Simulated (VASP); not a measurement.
# KSrBr3 in VASP: settings compared

KSrBr3 is run at these levels: r2SCAN, PBE; tasks: single point.

Everything below comes from runs of VASP 6.6.1. Logs are shortened: lines on timing, memory, paths and dates and some standing lists are left out, and cuts for length are marked.

### 1 The cell of the first run

The structure is cubic, space group Pm-3m (No. 221). Conventional cell: a = 5.938 Å, b = 5.938 Å, c = 5.938 Å, α = 90.00°, β = 90.00°, γ = 90.00°. K (site symmetry m-3m) has 12 Br at 4.20 Å and 8 Sr at 5.14 Å within 5.5 Å. Sr (site symmetry m-3m) has 6 Br at 2.97 Å within 3.9 Å. Within 3.9 Å of Br (site symmetry 4/mmm) lie 2 Sr at 2.97 Å.

### 2 Single point, r2SCAN

POSCAR reads:

```
KSrBr3
1.0
    5.9380462104      0.0000000000      0.0000000000
    0.0000000000      5.9380462104      0.0000000000
    0.0000000000      0.0000000000      5.9380462104
K Sr Br
1 1 3
Direct
    0.0000000000      0.0000000000      0.0000000000
    0.5000000000      0.5000000000      0.5000000000
    0.5000000000      0.5000000000      0.0000000000
    0.5000000000      0.0000000000      0.5000000000
    0.0000000000      0.5000000000      0.5000000000
```

INCAR.step1 reads:

```
PREC     = Accurate       # precision mode
ENCUT    = 520            # plane-wave cutoff, eV
ISMEAR   = 0              # smearing method
SIGMA    = 0.01           # smearing width, eV
LREAL    = False          # projectors in reciprocal space
LASPH    = True           # aspherical terms in the spheres
NELM     = 60             # most SCF steps
NBANDS   = 28             # bands
GGA      = PE             # functional
ALGO     = Normal         # electronic algorithm
EDIFF    = 1E-4           # SCF threshold, eV
LWAVE    = True           # write WAVECAR
LCHARG   = False          # write CHGCAR
```

INCAR.step2 reads:

```
PREC     = Accurate       # precision mode
ENCUT    = 520            # plane-wave cutoff, eV
EDIFF    = 1E-7           # SCF threshold, eV
ISMEAR   = 0              # smearing method
SIGMA    = 0.01           # smearing width, eV
LREAL    = False          # projectors in reciprocal space
LASPH    = True           # aspherical terms in the spheres
NELM     = 60             # most SCF steps
ALGO     = Normal         # electronic algorithm
ISIF     = 2              # what is computed and relaxed
LWAVE    = False          # write WAVECAR
LCHARG   = False          # write CHGCAR
METAGGA  = R2SCAN         # meta-GGA
LMIXTAU  = True         
NBANDS   = 28             # bands
ISTART   = 1
```

KPOINTS reads:

```
Automatic mesh
0
Gamma
  4 4 4
```

Potentials or basis: VASP PAW PBE potentials, release 64 (K_sv, Sr_sv, Br).

Run with:

```
$ cat potpaw_PBE.64/K_sv/POTCAR potpaw_PBE.64/Sr_sv/POTCAR potpaw_PBE.64/Br/POTCAR > POTCAR
$ cp INCAR.step1 INCAR
$ mpirun -np 1 vasp_std > vasp.out
$ cp INCAR.step2 INCAR
$ mpirun -np 1 vasp_std > vasp.out
```

OUTCAR:

```text
PREC = Accurate
   ENCUT = 520
   EDIFF = 1E-7
   ISMEAR = 0
   LREAL = False
   LASPH = True
   NELM = 60
   ISIF = 2
   METAGGA = R2SCAN
   ISTART = 1

 ion  position               nearest neighbor table
   1  0.000  0.000  0.000-
   2  0.500  0.500  0.500-   3 2.97   4 2.97   5 2.97   3 2.97   4 2.97   5 2.97
   3  0.500  0.500  0.000-   2 2.97   2 2.97
   4  0.500  0.000  0.500-   2 2.97   2 2.97
   5  0.000  0.500  0.500-   2 2.97   2 2.97

  LATTYP: Found a simple cubic cell.
 ALAT       =     5.9380462104

  Lattice vectors:

 A1 = (   5.9380462104,   0.0000000000,   0.0000000000)
 A2 = (   0.0000000000,   5.9380462104,   0.0000000000)
 A3 = (   0.0000000000,   0.0000000000,   5.9380462104)

Analysis of symmetry for initial positions (statically):
=====================================================================
 Subroutine PRICEL returns:
 Original cell was already a primitive cell.

 Routine SETGRP: Setting up the symmetry group for a
 simple cubic supercell.

 Subroutine GETGRP returns: Found 48 space group operations
 (whereof 48 operations were pure point group operations)
 out of a pool of 48 trial point group operations.

The static configuration has the point symmetry O_h .

Analysis of symmetry for dynamics (positions and initial velocities):
=====================================================================
 Subroutine PRICEL returns:
 Original cell was already a primitive cell.

 Routine SETGRP: Setting up the symmetry group for a
 simple cubic supercell.

 Subroutine GETGRP returns: Found 48 space group operations
 (whereof 48 operations were pure point group operations)
 out of a pool of 48 trial point group operations.

The dynamic configuration has the point symmetry O_h .

 Subroutine INISYM returns: Found 48 space group operations
 (whereof 48 operations are pure point group operations),
 and found     1 'primitive' translations

----------------------------------------------------------------------------------------

                                     Primitive cell

  volume of cell :     209.3778

  direct lattice vectors                    reciprocal lattice vectors
     5.938046210  0.000000000  0.000000000     0.168405560  0.000000000  0.000000000
     0.000000000  5.938046210  0.000000000     0.000000000  0.168405560  0.000000000
     0.000000000  0.000000000  5.938046210     0.000000000  0.000000000  0.168405560

  length of vectors
     5.938046210  5.938046210  5.938046210     0.168405560  0.168405560  0.168405560

  position of ions in fractional coordinates (direct lattice)
     0.000000000  0.000000000  0.000000000
     0.500000000  0.500000000  0.500000000
     0.500000000  0.500000000  0.000000000
     0.500000000  0.000000000  0.500000000
     0.000000000  0.500000000  0.500000000

  ion indices of the primitive-cell ions
   primitive index   ion index
                 1           1
                 2           2
                 3           3
                 4           4
                 5           5

----------------------------------------------------------------------------------------

 KPOINTS: Automatic mesh

Automatic generation of k-mesh.
 Grid dimensions read from file:
 generate k-points for:    4    4    4

 Generating k-lattice:

  Cartesian coordinates                     Fractional coordinates (reciprocal lattice)
     0.042101390  0.000000000  0.000000000     0.250000000  0.000000000  0.000000000
     0.000000000  0.042101390  0.000000000     0.000000000  0.250000000  0.000000000
     0.000000000  0.000000000  0.042101390     0.000000000  0.000000000  0.250000000

  Length of vectors
     0.042101390  0.042101390  0.042101390

  Shift w.r.t. Gamma in fractional coordinates (k-lattice)
     0.000000000  0.000000000  0.000000000

 Subroutine IBZKPT returns following result:
 ===========================================

 Found     10 irreducible k-points:

 Following reciprocal coordinates:
            Coordinates               Weight
  0.000000  0.000000  0.000000      1.000000
  0.250000  0.000000  0.000000      6.000000
  0.500000  0.000000  0.000000      3.000000
  0.250000  0.250000  0.000000     12.000000
  0.500000  0.250000  0.000000     12.000000
  0.500000  0.500000  0.000000      3.000000
  0.250000  0.250000  0.250000      8.000000
  0.500000  0.250000  0.250000     12.000000
  0.500000  0.500000  0.250000      6.000000
  0.500000  0.500000  0.500000      1.000000
   k-points           NKPTS =     10   k-points in BZ     NKDIM =     10   number of bands    NBANDS=     28
   number of dos      NEDOS =    301   number of ions     NIONS =      5
   total plane-waves  NPLWV = 110592
   dimension x,y,z NGX =    48 NGY =   48 NGZ =   48
   dimension x,y,z NGXF=    96 NGYF=   96 NGZF=   96
   ions per type =               1   1   3
   NGX,Y,Z   is equivalent  to a cutoff of  13.44, 13.44, 13.44 a.u.
   NGXF,Y,Z  is equivalent  to a cutoff of  26.88, 26.88, 26.88 a.u.
 SYSTEM =  unknown system
   PREC   = accura    normal or accurate (medium, high low for compatibility)
   ISTART =      1    job   : 0-new  1-cont  2-samecut
   ICHARG =      0    charge: 1-file 2-atom 10-const
   ISPIN  =      1    spin polarized calculation?
   LNONCOLLINEAR =      F non collinear calculations
   LSORBIT =      F    spin-orbit coupling
   LASPH  =      T    aspherical Exc in radial PAW
   ENCUT  =  520.0 eV  38.22 Ry    6.18 a.u.  11.04 11.04 11.04*2*pi/ulx,y,z
   NELM   =     60;   NELMIN=  2; NELMDL=  0     # of ELM steps
   EDIFF  = 0.1E-06   stopping-criterion for ELM
   LREAL  =      F    real-space projection
   EDIFFG = 0.1E-05   stopping-criterion for IOM
   NSW    =      0    number of steps for IOM
   IBRION =     -1    ionic relax: 0-MD 1-quasi-New 2-CG
   NFREE  =      0    steps in history (QN), initial steepest desc. (CG)
   ISIF   =      2    stress and relaxation
   ISYM   =      2    0-nonsym 1-usesym 2-fastsym
   POTIM  = 0.5000    time-step for ionic-motion
   TEBEG  =    0.0;   TEEND  =   0.0 temperature during run
   PSTRESS=    0.0 pullay stress
   NELECT =      40.0000    total number of electrons
   NUPDOWN=      -1.0000    fix difference up-down
   EMIN   =  10.00;   EMAX   =-10.00  energy-range for DOS
   EFERMI =   0.00;   METHOD = LEGACY
   ISMEAR =     0;   SIGMA  =   0.01  broadening in eV -4-tet -1-fermi 0-gaus
   EFERMI_NEDOS =   21; number of points for ismear=-14 and -15
   IALGO  =     38    algorithm
   IMIX   =      4    mixing-type and parameters
     AMIX     =   0.40;   BMIX     =  1.00
     AMIX_MAG =   1.60;   BMIX_MAG =  1.00
  volume/ion in A,a.u.               =      41.88       282.59
  Fermi-wavevector in a.u.,A,eV,Ry     =   0.942869  1.781764 12.095600  0.889002
  Thomas-Fermi vector in A             =   2.070520
   LORBIT       =      0    0 simple, 1 ext, 2 COOP (PROOUT), +10 PAW based schemes
   METAGGA = R2SCAN    functional components
   LHFCALC =     F    Hartree Fock is set to
   AEXX    =    0.0000 exact exchange contribution
   IVDW    =     0    specifies the selected vdW correction
   LEPSILON=     F    determine dielectric tensor
   LRPA    =     F    only Hartree local field effects (RPA)
 non-spin polarized calculation
 Gauss-broadening in eV      SIGMA  =   0.01
  energy-cutoff  :      520.00
  volume of cell :      209.38
 maximum number of plane-waves:      5660
 NGX is ok and might be reduce to    48
   NGX = 23   NGY = 23   NGZ = 23

 number of electron      39.9999995 magnetization

 Free energy of the ion-electron system (eV)
  ---------------------------------------------------
  ext. energy  EPLUGINS =         0.00000000
  ---------------------------------------------------
  free energy    TOTEN  =       -71.61168225 eV

  energy without entropy =      -71.61168225  energy(sigma->0) =      -71.61168225

 E-fermi :  -1.8388     XC(G=0):  -7.2643

 val. band max:       -1.9277597055   @ k =   0.5000   0.5000   0.5000
 cond. band min:       2.5096186543   @ k =   0.0000   0.0000   0.0000
 fundamental gap:      4.4373783598
 Fermi energy:        -1.8388409096

 k-point     1 :       0.0000    0.0000    0.0000
  band No.  band energies     occupation
      1     -35.9827      2.00000
      2     -32.3687      2.00000
      3     -17.4558      2.00000
      4     -17.4558      2.00000
      5     -17.4558      2.00000
      6     -15.1393      2.00000
[... 20 lines left out ...]
     27       5.7687      0.00000
     28       5.8260      0.00000

 k-point     2 :       0.2500    0.0000    0.0000
  band No.  band energies     occupation
      1     -35.9826      2.00000
      2     -32.3687      2.00000
      3     -17.5394      2.00000
      4     -17.4554      2.00000
      5     -17.4554      2.00000
      6     -15.1272      2.00000
[... 20 lines left out ...]
     27       5.8141      0.00000
     28       5.8383      0.00000

 k-point     3 :       0.5000    0.0000    0.0000
  band No.  band energies     occupation
      1     -35.9825      2.00000
      2     -32.3687      2.00000
      3     -17.6151      2.00000
      4     -17.4550      2.00000
      5     -17.4550      2.00000
      6     -15.1398      2.00000
[... 20 lines left out ...]
     27       5.9643      0.00000
     28       5.9863      0.00000

 k-point     4 :       0.2500    0.2500    0.0000
  band No.  band energies     occupation
      1     -35.9825      2.00000
      2     -32.3687      2.00000
      3     -17.5396      2.00000
      4     -17.5382      2.00000
      5     -17.4550      2.00000
      6     -15.0917      2.00000
[... 20 lines left out ...]
     27       5.8877      0.00000
     28       6.5275      0.00000

 k-point     5 :       0.5000    0.2500    0.0000
  band No.  band energies     occupation
      1     -35.9823      2.00000
      2     -32.3687      2.00000
      3     -17.6147      2.00000
      4     -17.5385      2.00000
      5     -17.4546      2.00000
      6     -15.0892      2.00000
[... 20 lines left out ...]
     27       6.1571      0.00000
     28       6.3439      0.00000

 k-point     6 :       0.5000    0.5000    0.0000
  band No.  band energies     occupation
      1     -35.9822      2.00000
      2     -32.3687      2.00000
      3     -17.6142      2.00000
      4     -17.6142      2.00000
      5     -17.4542      2.00000
      6     -15.0491      2.00000
[... 20 lines left out ...]
     27       6.2221      0.00000
     28       6.2706      0.00000

 k-point     7 :       0.2500    0.2500    0.2500
  band No.  band energies     occupation
      1     -35.9823      2.00000
      2     -32.3687      2.00000
      3     -17.5399      2.00000
      4     -17.5377      2.00000
      5     -17.5377      2.00000
      6     -15.0617      2.00000
[... 20 lines left out ...]
     27       6.0413      0.00000
     28       6.7793      0.00000

 k-point     8 :       0.5000    0.2500    0.2500
  band No.  band energies     occupation
      1     -35.9822      2.00000
      2     -32.3687      2.00000
      3     -17.6142      2.00000
      4     -17.5387      2.00000
      5     -17.5372      2.00000
      6     -15.0586      2.00000
[... 20 lines left out ...]
     27       6.2405      0.00000
     28       6.4536      0.00000

 k-point     9 :       0.5000    0.5000    0.2500
  band No.  band energies     occupation
      1     -35.9821      2.00000
      2     -32.3687      2.00000
      3     -17.6137      2.00000
      4     -17.6137      2.00000
      5     -17.5375      2.00000
      6     -15.0451      2.00000
[... 20 lines left out ...]
     27       6.3003      0.00000
     28       6.7108      0.00000

 k-point    10 :       0.5000    0.5000    0.5000
  band No.  band energies     occupation
      1     -35.9820      2.00000
      2     -32.3687      2.00000
      3     -17.6131      2.00000
      4     -17.6131      2.00000
      5     -17.6131      2.00000
      6     -15.0411      2.00000
[... 20 lines left out ...]
     27       6.3649      0.00000
     28       7.2055      0.00000

------------------------ aborting loop because EDIFF is reached ----------------------------------------

  FORCE on cell =-STRESS in cart. coord.  units (eV):
  Direction    XX          YY          ZZ          XY          YZ          ZX
  --------------------------------------------------------------------------------------
  -------------------------------------------------------------------------------------
  Total        0.0645514      0.0645514      0.0645514      0.0000000      0.0000000     -0.0000000
  in kB        0.4939526      0.4939526      0.4939526      0.0000000      0.0000000     -0.0000000
  external PRESSURE =       0.4939526 kB  Pullay stress =       0.0000000 kB

 VOLUME and BASIS-vectors are now :
 -----------------------------------------------------------------------------
  energy-cutoff  :      520.00
  volume of cell :      209.38
      direct lattice vectors                 reciprocal lattice vectors
     5.938046210  0.000000000  0.000000000     0.168405560  0.000000000  0.000000000
     0.000000000  5.938046210  0.000000000     0.000000000  0.168405560  0.000000000
     0.000000000  0.000000000  5.938046210     0.000000000  0.000000000  0.168405560

 POSITION                                       TOTAL-FORCE (eV/Angst)
 -----------------------------------------------------------------------------------
      0.00000      0.00000      0.00000         0.000000      0.000000      0.000000
      2.96902      2.96902      2.96902         0.000000      0.000000      0.000000
      2.96902      2.96902      0.00000         0.000000      0.000000      0.000000
      2.96902      0.00000      2.96902         0.000000      0.000000      0.000000
      0.00000      2.96902      2.96902         0.000000      0.000000      0.000000
 -----------------------------------------------------------------------------------
    total drift:                                0.000000     -0.000000     -0.000000

  FREE ENERGIE OF THE ION-ELECTRON SYSTEM (eV)
  ---------------------------------------------------
  free  energy   TOTEN  =       -71.6116822508 eV

  energy  without entropy=      -71.6116822508  energy(sigma->0) =      -71.61168225
```

Wall time 3.2 min (1 thread of Intel Xeon Platinum 8259CL at 2.50GHz (Skylake/Cascade Lake), shared host); peak memory 0.39 GiB.

What came out:

| Item | Value |
| --- | --- |
| Free energy | -71.6117 eV |
| Pressure | 0.0 GPa |
| Band gap on the k mesh | 4.44 eV, indirect (least direct gap 4.69 eV) |

Levels at points of the mesh, in eV from the valence-band top:
| k point | band 16 | band 17 | band 18 | band 19 | band 20 | band 21 | band 22 | band 23 | band 24 | band 25 |
| --- | --- | --- | --- | --- | --- | --- | --- | --- | --- | --- |
| (0.00, 0.00, 0.00) | -0.47 | -0.47 | -0.25 | -0.25 | -0.25 | 4.44 | 5.83 | 5.83 | 5.83 | 6.85 |
| (0.50, 0.00, 0.00) | -0.75 | -0.75 | -0.57 | -0.33 | -0.33 | 6.02 | 6.11 | 6.15 | 7.04 | 7.04 |
| (0.50, 0.50, 0.00) | -0.75 | -0.75 | -0.72 | -0.72 | -0.01 | 6.77 | 7.16 | 7.16 | 7.43 | 7.43 |
| (0.50, 0.50, 0.50) | -1.34 | -1.34 | 0.00 | 0.00 | 0.00 | 5.83 | 7.14 | 7.14 | 7.14 | 8.29 |

Caveat: the PAW data sets were made with another functional, which shifts forces and pressure a little. A k mesh can miss the band edges.

[end of part 1 of 3]
